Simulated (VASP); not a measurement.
# Rh (Fm-3m) in VASP: a series of runs

Rh is run at these levels: PBE; tasks: relaxation of cell and atoms.

Everything below comes from runs of VASP 6.6.1. Logs are shortened: lines on timing, memory, paths and dates and some standing lists are left out, and cuts for length are marked.

## 1. The cell of the first run

Symmetry: Fm-3m, No. 225, cubic system. Conventional cell: a = 3.796 Å, b = 3.796 Å, c = 3.796 Å, α = 90.00°, β = 90.00°, γ = 90.00°. Rh (site symmetry m-3m) has 12 Rh at 2.68 Å within 3.5 Å.

## 2. Relaxation of cell and atoms, PBE, target pressure 4 GPa, at which the enthalpy is minimised

The input, INCAR:

```
SYSTEM = Rh
PREC = Accurate ; ENCUT = 600
EDIFF = 1E-7 ; ISMEAR = 1
SIGMA = 0.1 ; LREAL = .False.
LASPH = .True. ; NELM = 60
ALGO = Normal ; ISIF = 3
LWAVE = .False. ; LCHARG = .False.
GGA = PE ; IBRION = 2
NSW = 80 ; EDIFFG = -0.005
PSTRESS = 40.0
```

The input, KPOINTS:

```
regular mesh
0
Gamma
  15 15 15
  0 0 0
```

The input, POSCAR:

```
Rh
1.0
    0.0000000000      1.8978500000      1.8978500000
    1.8978500000      0.0000000000      1.8978500000
    1.8978500000      1.8978500000      0.0000000000
Rh
1
Direct
    0.0000000000      0.0000000000      0.0000000000
```

Potentials or basis: VASP PAW PBE potentials, release 64 (Rh_pv).

Started as:

```bash
> cat potpaw_PBE.64/Rh_pv/POTCAR > POTCAR
> mpirun -np 1 vasp_std > vasp.out
```

OUTCAR:

```text
SYSTEM = Rh
   PREC = Accurate
   ENCUT = 600
   EDIFF = 1E-7
   ISMEAR = 1
   LREAL = .False.
   LASPH = .True.
   NELM = 60
   ISIF = 3
   GGA = PE
   IBRION = 2
   NSW = 80
   EDIFFG = -0.005
   PSTRESS = 40.0

 ion  position               nearest neighbor table
   1  0.000  0.000  0.000-

  LATTYP: Found a face centered cubic cell.
 ALAT       =     3.7957000000

  Lattice vectors:

 A1 = (   0.0000000000,   1.8978500000,   1.8978500000)
 A2 = (   1.8978500000,   0.0000000000,   1.8978500000)
 A3 = (   1.8978500000,   1.8978500000,   0.0000000000)

Analysis of symmetry for initial positions (statically):
=====================================================================
 Subroutine PRICEL returns:
 Original cell was already a primitive cell.

 Routine SETGRP: Setting up the symmetry group for a
 face centered cubic supercell.

 Subroutine GETGRP returns: Found 48 space group operations
 (whereof 48 operations were pure point group operations)
 out of a pool of 48 trial point group operations.

The static configuration has the point symmetry O_h .

Analysis of symmetry for dynamics (positions and initial velocities):
=====================================================================
 Subroutine PRICEL returns:
 Original cell was already a primitive cell.

 Routine SETGRP: Setting up the symmetry group for a
 face centered cubic supercell.

 Subroutine GETGRP returns: Found 48 space group operations
 (whereof 48 operations were pure point group operations)
 out of a pool of 48 trial point group operations.

The dynamic configuration has the point symmetry O_h .

 Subroutine INISYM returns: Found 48 space group operations
 (whereof 48 operations are pure point group operations),
 and found     1 'primitive' translations

----------------------------------------------------------------------------------------

                                     Primitive cell

  volume of cell :      13.6715

  direct lattice vectors                    reciprocal lattice vectors
     0.000000000  1.897850000  1.897850000    -0.263456016  0.263456016  0.263456016
     1.897850000  0.000000000  1.897850000     0.263456016 -0.263456016  0.263456016
     1.897850000  1.897850000  0.000000000     0.263456016  0.263456016 -0.263456016

  length of vectors
     2.683965209  2.683965209  2.683965209     0.456319205  0.456319205  0.456319205

  position of ions in fractional coordinates (direct lattice)
     0.000000000  0.000000000  0.000000000

  ion indices of the primitive-cell ions
   primitive index   ion index
                 1           1

----------------------------------------------------------------------------------------

 KPOINTS: regular mesh

Automatic generation of k-mesh.
 Grid dimensions read from file:
 generate k-points for:   15   15   15

 Generating k-lattice:

  Cartesian coordinates                     Fractional coordinates (reciprocal lattice)
    -0.017563734  0.017563734  0.017563734     0.066666667  0.000000000  0.000000000
     0.017563734 -0.017563734  0.017563734     0.000000000  0.066666667  0.000000000
     0.017563734  0.017563734 -0.017563734     0.000000000  0.000000000  0.066666667

  Length of vectors
     0.030421280  0.030421280  0.030421280

  Shift w.r.t. Gamma in fractional coordinates (k-lattice)
     0.000000000  0.000000000  0.000000000

 Subroutine IBZKPT returns following result:
 ===========================================

 Found    120 irreducible k-points:

 Following reciprocal coordinates:
            Coordinates               Weight
  0.000000  0.000000  0.000000      1.000000
  0.066667  0.000000  0.000000      8.000000
  0.133333  0.000000  0.000000      8.000000
  0.200000  0.000000  0.000000      8.000000
  0.266667  0.000000  0.000000      8.000000
  0.333333  0.000000  0.000000      8.000000
[... 16 lines left out ...]
  0.133333  0.133333  0.000000      6.000000
  0.200000  0.133333  0.000000     24.000000
 [... further k-points ...]
   k-points           NKPTS =    120   k-points in BZ     NKDIM =    120   number of bands    NBANDS=     11
   number of dos      NEDOS =    301   number of ions     NIONS =      1
   total plane-waves  NPLWV =  13824
   dimension x,y,z NGX =    24 NGY =   24 NGZ =   24
   dimension x,y,z NGXF=    48 NGYF=   48 NGZF=   48
   ions per type =               1
   NGX,Y,Z   is equivalent  to a cutoff of  14.87, 14.87, 14.87 a.u.
   NGXF,Y,Z  is equivalent  to a cutoff of  29.73, 29.73, 29.73 a.u.
 SYSTEM =  Rh
   PREC   = accura    normal or accurate (medium, high low for compatibility)
   ISTART =      0    job   : 0-new  1-cont  2-samecut
   ICHARG =      2    charge: 1-file 2-atom 10-const
   ISPIN  =      1    spin polarized calculation?
   LNONCOLLINEAR =      F non collinear calculations
   LSORBIT =      F    spin-orbit coupling
   LASPH  =      T    aspherical Exc in radial PAW
   ENCUT  =  600.0 eV  44.10 Ry    6.64 a.u.   5.36  5.36  5.36*2*pi/ulx,y,z
   NELM   =     60;   NELMIN=  2; NELMDL= -5     # of ELM steps
   EDIFF  = 0.1E-06   stopping-criterion for ELM
   LREAL  =      F    real-space projection
   EDIFFG = -.5E-02   stopping-criterion for IOM
   NSW    =     80    number of steps for IOM
   IBRION =      2    ionic relax: 0-MD 1-quasi-New 2-CG
   NFREE  =      1    steps in history (QN), initial steepest desc. (CG)
   ISIF   =      3    stress and relaxation
   ISYM   =      2    0-nonsym 1-usesym 2-fastsym
   POTIM  = 0.5000    time-step for ionic-motion
   TEBEG  =    0.0;   TEEND  =   0.0 temperature during run
   PSTRESS=   40.0 pullay stress
   NELECT =      15.0000    total number of electrons
   NUPDOWN=      -1.0000    fix difference up-down
   EMIN   =  10.00;   EMAX   =-10.00  energy-range for DOS
   EFERMI =   0.00;   METHOD = LEGACY
   ISMEAR =     1;   SIGMA  =   0.10  broadening in eV -4-tet -1-fermi 0-gaus
   EFERMI_NEDOS =   21; number of points for ismear=-14 and -15
   IALGO  =     38    algorithm
   IMIX   =      4    mixing-type and parameters
     AMIX     =   0.40;   BMIX     =  1.00
     AMIX_MAG =   1.60;   BMIX_MAG =  1.00
  volume/ion in A,a.u.               =      13.67        92.26
  Fermi-wavevector in a.u.,A,eV,Ry     =   1.688496  3.190795 38.790465  2.851019
  Thomas-Fermi vector in A             =   2.770792
   LORBIT       =      0    0 simple, 1 ext, 2 COOP (PROOUT), +10 PAW based schemes
   GGA     = PE    functional components
   LHFCALC =     F    Hartree Fock is set to
   AEXX    =    0.0000 exact exchange contribution
   IVDW    =     0    specifies the selected vdW correction
   LEPSILON=     F    determine dielectric tensor
   LRPA    =     F    only Hartree local field effects (RPA)
 conjugate gradient relaxation of ions
 non-spin polarized calculation
 Methfessel and Paxton  Order N= 1 SIGMA  =   0.10
  energy-cutoff  :      600.00
  volume of cell :       13.67
 maximum number of plane-waves:       468
 NGX is ok and might be reduce to    24
   NGX = 11   NGY = 11   NGZ = 11

--------------------------------------- Ionic step        1  -------------------------------------------

 number of electron      15.0000002 magnetization

 Free energy of the ion-electron system (eV)
  ---------------------------------------------------
  ext. energy  EPLUGINS =         0.00000000
  ---------------------------------------------------
  free energy    TOTEN  =        -7.24991081 eV

  energy without entropy =       -7.24986498  energy(sigma->0) =       -7.24989553

------------------------ aborting loop because EDIFF is reached ----------------------------------------

  FORCE on cell =-STRESS in cart. coord.  units (eV):
  Direction    XX          YY          ZZ          XY          YZ          ZX
  --------------------------------------------------------------------------------------
  -------------------------------------------------------------------------------------
  Total        0.6183621      0.6183621      0.6183621      0.0000000      0.0000000      0.0000000
  in kB       72.4665843     72.4665843     72.4665843      0.0000000      0.0000000      0.0000000
  external PRESSURE =      32.4665843 kB  Pullay stress =      40.0000000 kB
[... 59 lines left out ...]
  enthalpy is  TOTEN    =        -6.9005572859 eV   P V=        0.3551917848

--------------------------------------- Ionic step        3  -------------------------------------------

 number of electron      15.0000002 magnetization

 Free energy of the ion-electron system (eV)
  ---------------------------------------------------
  ext. energy  EPLUGINS =         0.00000000
  ---------------------------------------------------
  free energy    TOTEN  =        -7.25535031 eV

  energy without entropy =       -7.25529771  energy(sigma->0) =       -7.25533277

 E-fermi :  11.8171     XC(G=0): -13.9961

 val. band max:       11.8167502083   @ k =  -0.4667   0.4000   0.0000
 cond. band min:      11.8346556349   @ k =  -0.4667   0.2667   0.1333
 fundamental gap:      0.0179054266
 Fermi energy:        11.8171230171

 k-point     1 :       0.0000    0.0000    0.0000
  band No.  band energies     occupation
      1     -34.5827      2.00000
      2     -34.5827      2.00000
      3     -34.5827      2.00000
      4       3.8824      2.00000
      5       8.7411      2.00000
      6       8.7411      2.00000
      7       8.7411      2.00000
      8      10.8078      2.00000
      9      10.8078      2.00000
     10      27.7987      0.00000
     11      32.3254      0.00000
[... 309 lines left out ...]
 k-point    24 :       0.2000    0.1333    0.0000
  band No.  band energies     occupation
      1     -34.7867      2.00000
      2     -34.6492      2.00000
      3     -34.6432      2.00000
      4       5.3200      2.00000
      5       7.9147      2.00000
      6       9.3774      2.00000
      7       9.4526      2.00000
      8      10.1364      2.00000
      9      11.1624      2.00000
     10      29.7079      0.00000
     11      30.1877      0.00000

 [... further k-points ...]

------------------------ aborting loop because EDIFF is reached ----------------------------------------

  FORCE on cell =-STRESS in cart. coord.  units (eV):
  Direction    XX          YY          ZZ          XY          YZ          ZX
  --------------------------------------------------------------------------------------
  -------------------------------------------------------------------------------------
  Total        0.3431437      0.3431437      0.3431437     -0.0000000      0.0000000     -0.0000000
  in kB       39.7593433     39.7593433     39.7593433     -0.0000000      0.0000000     -0.0000000
  external PRESSURE =      -0.2406567 kB  Pullay stress =      40.0000000 kB
[... 16 lines left out ...]
  FREE ENERGIE OF THE ION-ELECTRON SYSTEM (eV)
  ---------------------------------------------------
  free  energy   TOTEN  =        -7.2553503090 eV

  energy  without entropy=       -7.2552977065  energy(sigma->0) =       -7.25533277

  enthalpy is  TOTEN    =        -6.9101296548 eV   P V=        0.3452206541

 reached required accuracy - stopping structural energy minimisation
```

It took 74 s on 1 thread of AMD EPYC 7R13, shared host; peak memory 0.13 GiB.

Results:

| Property | Result |
| --- | --- |
| Free energy | -7.2554 eV |
| Relaxed volume | 13.83 Å³/atom |
| Relaxed cell | a = 2.694 Å, b = 2.694 Å, c = 2.694 Å, α = 60.00°, β = 60.00°, γ = 60.00° |
| Space group after relaxing (to 0.1 Å) | Fm-3m (No. 225) |
| Energy change on relaxing (the run minimises the enthalpy) | -5.4 meV/atom |
| Ionic steps | 3 |
| Pressure after relaxing | 4.0 GPa |
| Band gap on the k mesh | zero (an odd number of electrons rules out a gap without spin polarisation) |

The path:
| step | energy change (eV) | largest force (eV/Å) | pressure (GPa) | volume (Å³) |
| --- | --- | --- | --- | --- |
| 1 | 0.0000 | 0.0000 | 7.25 | 13.67 |
| 2 | -0.0058 | 0.0000 | -3.42 | 14.23 |
| 3 | -0.0054 | 0.0000 | 3.98 | 13.83 |

Final structure:
```
Rh
1.0
     0.00000    1.90505    1.90505
     1.90505    0.00000    1.90505
     1.90505    1.90505    0.00000
Rh
1
Direct
  0.00000 0.00000 0.00000
```

Levels at points of the mesh, in eV from the Fermi level:
```
           k point  band 4  band 5  band 6  band 7  band 8  band 9  band 10  band 11
(0.00, 0.00, 0.00)   -7.93   -3.08   -3.08   -3.08   -1.01   -1.01    15.98    20.51
```

Caveat: the cell is relaxed towards a set pressure, so the run minimises the enthalpy, not the energy. PBE usually gives volumes a little too large and moduli too small.

## 3. Relaxation of cell and atoms, PBE, target pressure 6 GPa, at which the enthalpy is minimised

The input, INCAR:

```
SYSTEM = Rh
PREC = Accurate ; ENCUT = 600
EDIFF = 1E-6 ; ISMEAR = 1
SIGMA = 0.1 ; LREAL = .False.
LASPH = .True. ; NELM = 80
ALGO = Normal ; ISIF = 3
LWAVE = .False. ; LCHARG = .False.
GGA = PE ; IBRION = 2
NSW = 80 ; EDIFFG = -0.005
PSTRESS = 60.0
```

The input, KPOINTS:

```
Automatic mesh
0
Gamma
  15 15 15
  0 0 0
```

POSCAR is that of step 2.

Potentials or basis: VASP PAW PBE potentials, release 64 (Rh_pv).

Started as:

```bash
> cat potpaw_PBE.64/Rh_pv/POTCAR > POTCAR
> mpirun -np 1 vasp_std > vasp.out
```

It took 75 s on 1 thread of AMD EPYC 7R13, shared host; peak memory 0.13 GiB.

Results (log left out):

* Free energy: -7.2523 eV
* Relaxed volume: 13.73 Å³/atom
* Relaxed cell: a = 2.688 Å, b = 2.688 Å, c = 2.688 Å, α = 60.00°, β = 60.00°, γ = 60.00°
* Space group after relaxing (to 0.1 Å): Fm-3m (No. 225)
* Energy change on relaxing (the run minimises the enthalpy): -2.4 meV/atom
* Ionic steps: 3
* Pressure after relaxing: 6.0 GPa
* Band gap on the k mesh: zero (an odd number of electrons rules out a gap without spin polarisation)

Step by step:
```
step  energy change (eV)  largest force (eV/Å)  pressure (GPa)  volume (Å³)
   1              0.0000                0.0000            7.24        13.67
   2             -0.0066                0.0000            2.88        13.88
   3             -0.0024                0.0000            6.01        13.73
```

Final structure:
```
CELL_PARAMETERS angstrom
0.00000 1.90053 1.90053
1.90053 0.00000 1.90053
1.90053 1.90053 0.00000
ATOMIC_POSITIONS crystal
Rh 0.00000 0.00000 0.00000
```

Levels at points of the mesh, in eV from the Fermi level:
```csv
k point,band 5,band 6,band 7,band 8,band 9,band 10
"(0.00, 0.00, 0.00)",-3.11,-3.11,-3.11,-1.02,-1.02,15.98
```

Caveat: the cell is relaxed towards a set pressure, so the run minimises the enthalpy, not the energy. Zero-point motion and thermal expansion aren't in these numbers.

## 4. Relaxation of cell and atoms, PBE, target pressure 8 GPa, at which the enthalpy is minimised

The input, INCAR:

```
ALGO     = Normal         # electronic algorithm
EDIFF    = 1E-6           # SCF threshold, eV
EDIFFG   = -0.005         # ionic threshold
ENCUT    = 600            # plane-wave cutoff, eV
GGA      = PE             # functional
IBRION   = 2              # ionic algorithm
ISIF     = 3              # what is computed and relaxed
ISMEAR   = 1              # smearing method
LASPH    = True           # aspherical terms in the spheres
LCHARG   = False          # write CHGCAR
LREAL    = False          # projectors in reciprocal space
LWAVE    = False          # write WAVECAR
NELM     = 60             # most SCF steps
NSW      = 80             # ionic steps
PREC     = Accurate       # precision mode
PSTRESS  = 80.0         
SIGMA    = 0.1            # smearing width, eV
```

The input, KPOINTS:

```
k-points
0
Gamma
  15 15 15
```

POSCAR is that of step 3.

Started as:

```bash
> cat potpaw_PBE.64/Rh_pv/POTCAR > POTCAR
> mpirun -np 1 vasp_std > vasp.out
```

Run time: 66 s. Hardware: 1 thread of AMD EPYC 7R13, shared host; peak memory 0.13 GiB.

The run converged. Its results:

- Free energy: -7.2482 eV
- Relaxed volume: 13.64 Å³/atom
- Relaxed cell: a = 2.682 Å, b = 2.682 Å, c = 2.682 Å, α = 60.00°, β = 60.00°, γ = 60.00°
- Space group after relaxing (to 0.1 Å): Fm-3m (No. 225)
- Energy change on relaxing (the run minimises the enthalpy): +1.7 meV/atom
- Ionic steps: 3
- Pressure after relaxing: 8.0 GPa
- Band gap on the k mesh: zero (an odd number of electrons rules out a gap without spin polarisation)

The path:
```
step  energy change (eV)  largest force (eV/Å)  pressure (GPa)  volume (Å³)
   1              0.0000                0.0000            7.24        13.67
   2              0.0069                0.0000           10.09        13.54
   3              0.0017                0.0000            8.04        13.64
```

Final structure:
```
CELL_PARAMETERS angstrom
0.00000 1.89622 1.89622
1.89622 0.00000 1.89622
1.89622 1.89622 0.00000
ATOMIC_POSITIONS crystal
Rh 0.00000 0.00000 0.00000
```

Levels at points of the mesh, in eV from the Fermi level:
| k point | band 3 | band 4 | band 5 | band 6 | band 7 | band 8 | band 9 | band 10 | band 11 |
| --- | --- | --- | --- | --- | --- | --- | --- | --- | --- |
| (0.00, 0.00, 0.00) | -46.43 | -8.04 | -3.14 | -3.14 | -3.14 | -1.03 | -1.03 | 15.97 | 20.47 |

Caveat: the cell is relaxed towards a set pressure, so the run minimises the enthalpy, not the energy.

## 5. Summary

```tsv
cell	gap on the mesh (eV)	pressure (GPa)
relaxed to 4 GPa	none	4.0
relaxed to 6 GPa	none	6.0
relaxed to 8 GPa	none	8.0
```

Alike in all rows: task relaxation of cell and atoms; level PBE; potentials or basis VASP PAW PBE potentials, release 64 (Rh_pv); no spin polarisation; k mesh 15 × 15 × 15; cutoff (eV) 600; smearing methfessel-paxton 0.1 eV.

Caveats: the cell is relaxed towards a set pressure, so the run minimises the enthalpy, not the energy.

Total energies depend on the potentials used, so only differences within one code and one set of settings carry meaning.
